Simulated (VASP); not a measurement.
# Ca (Pm-3m) in VASP: a series of runs

The runs below take Ca through single point, with PBEsol, PBE.

Program: VASP 6.6.1. These are calculated values, not measurements. Logs are shortened: lines on timing, memory, paths and dates and some standing lists are left out, and cuts for length are marked.

**1. The cell of the first run**

It takes space group Pm-3m (No. 221, cubic). The conventional cell has a = 3.569 Å, b = 3.569 Å, c = 3.569 Å, α = 90.00°, β = 90.00°, γ = 90.00°. Within 4.7 Å of Ca (site symmetry m-3m) lie 6 Ca at 3.57 Å.

This isn't the form of Ca at room conditions, which is fcc.

**2. Single point, PBEsol (strained)**

Contents of INCAR:

```
SYSTEM = Ca
PREC     = Accurate       ! precision mode
ENCUT    = 520            ! plane-wave cutoff, eV
EDIFF    = 1E-6           ! SCF threshold, eV
ISMEAR   = 0              ! smearing method
SIGMA    = 0.1            ! smearing width, eV
LREAL    = .FALSE.        ! projectors in reciprocal space
LASPH    = .TRUE.         ! aspherical terms in the spheres
NELM     = 80             ! most SCF steps
ALGO     = Fast           ! electronic algorithm
ISIF     = 2              ! what is computed and relaxed
LWAVE    = .FALSE.        ! write WAVECAR
LCHARG   = .FALSE.        ! write CHGCAR
GGA      = PS             ! functional
NBANDS   = 11             ! bands
```

Contents of KPOINTS:

```
regular mesh
0
G
  12 12 12
  0 0 0
```

Contents of POSCAR:

```
Ca
1.0
    3.5691745283      0.0000000000      0.0000000000
    0.0000000000      3.5691745283      0.0000000000
    0.0000000000      0.0000000000      3.5691745283
Ca
1
Direct
    0.0000000000      0.0000000000      0.0000000000
```

Potentials or basis: VASP PAW PBE potentials, release 64 (Ca_sv).

On the command line:

```
> cat potpaw_PBE.64/Ca_sv/POTCAR > POTCAR
> mpirun -np 1 vasp_std > vasp.out
```

OUTCAR:

```text
SYSTEM = Ca
   PREC = Accurate
   ENCUT = 520
   EDIFF = 1E-6
   ISMEAR = 0
   LREAL = .FALSE.
   LASPH = .TRUE.
   NELM = 80
   ISIF = 2
   GGA = PS

 ion  position               nearest neighbor table
   1  0.000  0.000  0.000-

  LATTYP: Found a simple cubic cell.
 ALAT       =     3.5691745283

  Lattice vectors:

 A1 = (   3.5691745283,   0.0000000000,   0.0000000000)
 A2 = (   0.0000000000,   3.5691745283,   0.0000000000)
 A3 = (   0.0000000000,   0.0000000000,   3.5691745283)

Analysis of symmetry for initial positions (statically):
=====================================================================
 Subroutine PRICEL returns:
 Original cell was already a primitive cell.

 Routine SETGRP: Setting up the symmetry group for a
 simple cubic supercell.

 Subroutine GETGRP returns: Found 48 space group operations
 (whereof 48 operations were pure point group operations)
 out of a pool of 48 trial point group operations.

The static configuration has the point symmetry O_h .

Analysis of symmetry for dynamics (positions and initial velocities):
=====================================================================
 Subroutine PRICEL returns:
 Original cell was already a primitive cell.

 Routine SETGRP: Setting up the symmetry group for a
 simple cubic supercell.

 Subroutine GETGRP returns: Found 48 space group operations
 (whereof 48 operations were pure point group operations)
 out of a pool of 48 trial point group operations.

The dynamic configuration has the point symmetry O_h .

 Subroutine INISYM returns: Found 48 space group operations
 (whereof 48 operations are pure point group operations),
 and found     1 'primitive' translations

----------------------------------------------------------------------------------------

                                     Primitive cell

  volume of cell :      45.4677

  direct lattice vectors                    reciprocal lattice vectors
     3.569174528  0.000000000  0.000000000     0.280176829  0.000000000  0.000000000
     0.000000000  3.569174528  0.000000000     0.000000000  0.280176829  0.000000000
     0.000000000  0.000000000  3.569174528     0.000000000  0.000000000  0.280176829

  length of vectors
     3.569174528  3.569174528  3.569174528     0.280176829  0.280176829  0.280176829

  position of ions in fractional coordinates (direct lattice)
     0.000000000  0.000000000  0.000000000

  ion indices of the primitive-cell ions
   primitive index   ion index
                 1           1

----------------------------------------------------------------------------------------

 KPOINTS: regular mesh

Automatic generation of k-mesh.
 Grid dimensions read from file:
 generate k-points for:   12   12   12

 Generating k-lattice:

  Cartesian coordinates                     Fractional coordinates (reciprocal lattice)
     0.023348069  0.000000000  0.000000000     0.083333333  0.000000000  0.000000000
     0.000000000  0.023348069  0.000000000     0.000000000  0.083333333  0.000000000
     0.000000000  0.000000000  0.023348069     0.000000000  0.000000000  0.083333333

  Length of vectors
     0.023348069  0.023348069  0.023348069

  Shift w.r.t. Gamma in fractional coordinates (k-lattice)
     0.000000000  0.000000000  0.000000000

 Subroutine IBZKPT returns following result:
 ===========================================

 Found     84 irreducible k-points:

 Following reciprocal coordinates:
            Coordinates               Weight
  0.000000  0.000000  0.000000      1.000000
  0.083333  0.000000  0.000000      6.000000
  0.166667  0.000000  0.000000      6.000000
  0.250000  0.000000  0.000000      6.000000
  0.333333  0.000000  0.000000      6.000000
  0.416667  0.000000  0.000000      6.000000
[... 16 lines left out ...]
  0.333333  0.333333  0.000000     12.000000
  0.416667  0.333333  0.000000     24.000000
 [... further k-points ...]
   k-points           NKPTS =     84   k-points in BZ     NKDIM =     84   number of bands    NBANDS=     11
   number of dos      NEDOS =    301   number of ions     NIONS =      1
   total plane-waves  NPLWV =  21952
   dimension x,y,z NGX =    28 NGY =   28 NGZ =   28
   dimension x,y,z NGXF=    56 NGYF=   56 NGZF=   56
   ions per type =               1
   NGX,Y,Z   is equivalent  to a cutoff of  13.04, 13.04, 13.04 a.u.
   NGXF,Y,Z  is equivalent  to a cutoff of  26.08, 26.08, 26.08 a.u.
 SYSTEM =  Ca
   PREC   = accura    normal or accurate (medium, high low for compatibility)
   ISTART =      0    job   : 0-new  1-cont  2-samecut
   ICHARG =      2    charge: 1-file 2-atom 10-const
   ISPIN  =      1    spin polarized calculation?
   LNONCOLLINEAR =      F non collinear calculations
   LSORBIT =      F    spin-orbit coupling
   LASPH  =      T    aspherical Exc in radial PAW
   ENCUT  =  520.0 eV  38.22 Ry    6.18 a.u.   6.64  6.64  6.64*2*pi/ulx,y,z
   NELM   =     80;   NELMIN=  2; NELMDL= -5     # of ELM steps
   EDIFF  = 0.1E-05   stopping-criterion for ELM
   LREAL  =      F    real-space projection
   EDIFFG = 0.1E-04   stopping-criterion for IOM
   NSW    =      0    number of steps for IOM
   IBRION =     -1    ionic relax: 0-MD 1-quasi-New 2-CG
   NFREE  =      0    steps in history (QN), initial steepest desc. (CG)
   ISIF   =      2    stress and relaxation
   ISYM   =      2    0-nonsym 1-usesym 2-fastsym
   POTIM  = 0.5000    time-step for ionic-motion
   TEBEG  =    0.0;   TEEND  =   0.0 temperature during run
   PSTRESS=    0.0 pullay stress
   NELECT =      10.0000    total number of electrons
   NUPDOWN=      -1.0000    fix difference up-down
   EMIN   =  10.00;   EMAX   =-10.00  energy-range for DOS
   EFERMI =   0.00;   METHOD = LEGACY
   ISMEAR =     0;   SIGMA  =   0.10  broadening in eV -4-tet -1-fermi 0-gaus
   EFERMI_NEDOS =   21; number of points for ismear=-14 and -15
   IALGO  =     68    algorithm
   IMIX   =      4    mixing-type and parameters
     AMIX     =   0.40;   BMIX     =  1.00
     AMIX_MAG =   1.60;   BMIX_MAG =  1.00
  volume/ion in A,a.u.               =      45.47       306.83
  Fermi-wavevector in a.u.,A,eV,Ry     =   0.988190  1.867408 13.286349  0.976519
  Thomas-Fermi vector in A             =   2.119698
   LORBIT       =      0    0 simple, 1 ext, 2 COOP (PROOUT), +10 PAW based schemes
   GGA     = PS    functional components
   LHFCALC =     F    Hartree Fock is set to
   AEXX    =    0.0000 exact exchange contribution
   IVDW    =     0    specifies the selected vdW correction
   LEPSILON=     F    determine dielectric tensor
   LRPA    =     F    only Hartree local field effects (RPA)
 non-spin polarized calculation
 RMM-DIIS sequential band-by-band and
 Gauss-broadening in eV      SIGMA  =   0.10
  energy-cutoff  :      520.00
  volume of cell :       45.47
 maximum number of plane-waves:      1253
 NGX is ok and might be reduce to    28
   NGX = 13   NGY = 13   NGZ = 13

 number of electron      10.0000000 magnetization

 Free energy of the ion-electron system (eV)
  ---------------------------------------------------
  ext. energy  EPLUGINS =         0.00000000
  ---------------------------------------------------
  free energy    TOTEN  =        -1.72988037 eV

  energy without entropy =       -1.72364844  energy(sigma->0) =       -1.72676441

 E-fermi :   1.5363     XC(G=0):  -7.5566

 val. band max:        1.5356390198   @ k =   0.5000   0.2500   0.1667
 cond. band min:       1.5524790431   @ k =   0.4167   0.0833   0.0833
 fundamental gap:      0.0168400233
 Fermi energy:         1.5363340243

 k-point     1 :       0.0000    0.0000    0.0000
  band No.  band energies     occupation
      1     -40.6110      2.00000
      2     -21.5851      2.00000
      3     -21.5851      2.00000
      4     -21.5851      2.00000
      5      -2.2588      2.00000
      6       2.3321      0.00000
      7       2.3321      0.00000
      8       5.4422      0.00000
      9       5.4422      0.00000
     10       5.4422      0.00000
     11       9.7586      0.00000

 k-point     2 :       0.0833    0.0000    0.0000
  band No.  band energies     occupation
      1     -40.6100      2.00000
      2     -21.5975      2.00000
      3     -21.5841      2.00000
      4     -21.5841      2.00000
      5      -2.1645      2.00000
      6       2.3586      0.00000
      7       2.3605      0.00000
      8       5.3378      0.00000
      9       5.3378      0.00000
     10       5.4490      0.00000
     11       9.1291      0.00000

 k-point     3 :       0.1667    0.0000    0.0000
  band No.  band energies     occupation
      1     -40.6072      2.00000
      2     -21.6312      2.00000
      3     -21.5813      2.00000
      4     -21.5813      2.00000
      5      -1.8876      2.00000
      6       2.4008      0.00000
      7       2.4402      0.00000
      8       5.0819      0.00000
      9       5.0819      0.00000
     10       5.4679      0.00000
     11       8.0468      0.00000

 k-point     4 :       0.2500    0.0000    0.0000
  band No.  band energies     occupation
      1     -40.6035      2.00000
      2     -21.6768      2.00000
      3     -21.5774      2.00000
      4     -21.5774      2.00000
      5      -1.4452      2.00000
      6       2.3424      0.00000
      7       2.5543      0.00000
      8       4.7818      0.00000
      9       4.7818      0.00000
     10       5.4939      0.00000
     11       7.1496      0.00000

 k-point     5 :       0.3333    0.0000    0.0000
  band No.  band energies     occupation
      1     -40.5997      2.00000
      2     -21.7219      2.00000
      3     -21.5735      2.00000
      4     -21.5735      2.00000
      5      -0.8658      2.00000
      6       2.0367      0.00000
      7       2.6751      0.00000
      8       4.5206      0.00000
      9       4.5206      0.00000
     10       5.5201      0.00000
     11       6.6510      0.00000
[... 211 lines left out ...]
 k-point    21 :       0.4167    0.2500    0.0000
  band No.  band energies     occupation
      1     -40.5896      2.00000
      2     -21.7437      2.00000
      3     -21.6589      2.00000
      4     -21.5633      2.00000
      5       0.4792      2.00000
      6       1.7684      0.00103
      7       3.1413      0.00000
      8       3.9207      0.00000
      9       4.4766      0.00000
     10       4.9942      0.00000
     11       6.5985      0.00000

 k-point    22 :       0.5000    0.2500    0.0000
  band No.  band energies     occupation
      1     -40.5886      2.00000
      2     -21.7554      2.00000
      3     -21.6576      2.00000
      4     -21.5623      2.00000
      5       1.1261      2.00000
      6       1.1477      2.00000
      7       3.1986      0.00000
      8       3.9444      0.00000
      9       4.4211      0.00000
     10       5.0062      0.00000
     11       6.4542      0.00000

 k-point    23 :       0.3333    0.3333    0.0000
  band No.  band energies     occupation
      1     -40.5886      2.00000
      2     -21.7079      2.00000
      3     -21.7047      2.00000
      4     -21.5623      2.00000
      5       0.3371      2.00000
      6       2.2113      0.00000
      7       3.2035      0.00000
      8       3.7541      0.00000
      9       4.6527      0.00000
     10       4.7679      0.00000
     11       6.8910      0.00000

 k-point    24 :       0.4167    0.3333    0.0000
  band No.  band energies     occupation
      1     -40.5859      2.00000
      2     -21.7381      2.00000
      3     -21.7024      2.00000
      4     -21.5596      2.00000
      5       0.8442      2.00000
      6       1.9417      0.00000
      7       3.3630      0.00000
      8       3.7815      0.00000
      9       4.5432      0.00000
     10       4.7625      0.00000
     11       6.5247      0.00000

 [... further k-points ...]

------------------------ aborting loop because EDIFF is reached ----------------------------------------

  FORCE on cell =-STRESS in cart. coord.  units (eV):
  Direction    XX          YY          ZZ          XY          YZ          ZX
  --------------------------------------------------------------------------------------
  -------------------------------------------------------------------------------------
  Total       -0.2841035     -0.2841035     -0.2841035      0.0000000      0.0000000     -0.0000000
  in kB      -10.0111474    -10.0111474    -10.0111474      0.0000000      0.0000000     -0.0000000
  external PRESSURE =     -10.0111474 kB  Pullay stress =       0.0000000 kB

 VOLUME and BASIS-vectors are now :
 -----------------------------------------------------------------------------
  energy-cutoff  :      520.00
  volume of cell :       45.47
      direct lattice vectors                 reciprocal lattice vectors
     3.569174528  0.000000000  0.000000000     0.280176829  0.000000000  0.000000000
     0.000000000  3.569174528  0.000000000     0.000000000  0.280176829  0.000000000
     0.000000000  0.000000000  3.569174528     0.000000000  0.000000000  0.280176829

 POSITION                                       TOTAL-FORCE (eV/Angst)
 -----------------------------------------------------------------------------------
      0.00000      0.00000      0.00000         0.000000      0.000000      0.000000
 -----------------------------------------------------------------------------------
    total drift:                               -0.000000     -0.000000     -0.000000

  FREE ENERGIE OF THE ION-ELECTRON SYSTEM (eV)
  ---------------------------------------------------
  free  energy   TOTEN  =        -1.7298803717 eV

  energy  without entropy=       -1.7236484421  energy(sigma->0) =       -1.72676441
```

Run time: 52 s. Hardware: 1 thread of Intel Xeon 8259CL, shared host; peak memory 0.18 GiB.

What came out:

```yaml
Free_energy: -1.7299 eV
Pressure: -1.0 GPa
Band_gap_on_the_k_mesh: zero (bands 5 and 6 overlap by 1.22 eV)
```

Caveat: the cell differs from its parent crystal (strained); the PAW data sets were made with another functional, which shifts forces and pressure a little.

**3. Single point, PBE (strained)**

Contents of INCAR:

```
SYSTEM = Ca
PREC = Accurate
ENCUT = 520
EDIFF = 1E-7
ISMEAR = 0
SIGMA = 0.1
LREAL = .False.
LASPH = .True.
NELM = 100
ALGO = Normal
ISIF = 2
LWAVE = .False.
LCHARG = .False.
GGA = PE
NBANDS = 11
```

Contents of KPOINTS:

```
regular mesh
0
Gamma
  12 12 12
  0 0 0
```

Contents of POSCAR:

```
Ca
1.0
    3.5566153655      0.0000000000      0.0000000000
    0.0000000000      3.5566153655      0.0000000000
    0.0000000000      0.0000000000      3.5566153655
Ca
1
Direct
    0.0000000000      0.0000000000      0.0000000000
```

Potentials or basis: VASP PAW PBE potentials, release 64 (Ca_sv).

On the command line:

```
> cat potpaw_PBE.64/Ca_sv/POTCAR > POTCAR
> mpirun -np 1 vasp_std > vasp.out
```

Wall time 47 s (1 thread of Intel Xeon 8259CL, shared host); peak memory 0.18 GiB.

It converged, with:

```
Free energy            : -1.5372 eV
Pressure               : -0.4 GPa
Band gap on the k mesh : zero (bands 5 and 6 overlap by 1.22 eV)
```

Levels at points of the mesh, in eV from the Fermi level:
```tsv
k point	band 3	band 4	band 5	band 6	band 7	band 8
(0.00, 0.00, 0.00)	-23.21	-23.21	-3.81	0.81	0.81	3.92
(0.50, 0.00, 0.00)	-23.19	-23.19	-1.23	-0.54	1.29	2.76
(0.50, 0.50, 0.00)	-23.37	-23.18	-0.33	0.84	2.21	2.21
(0.50, 0.50, 0.50)	-23.35	-23.35	0.68	0.68	0.68	4.64
```

Caveat: the cell differs from its parent crystal (strained).

The gap in the log of VASP goes by the Fermi energy; the results here count the filled bands.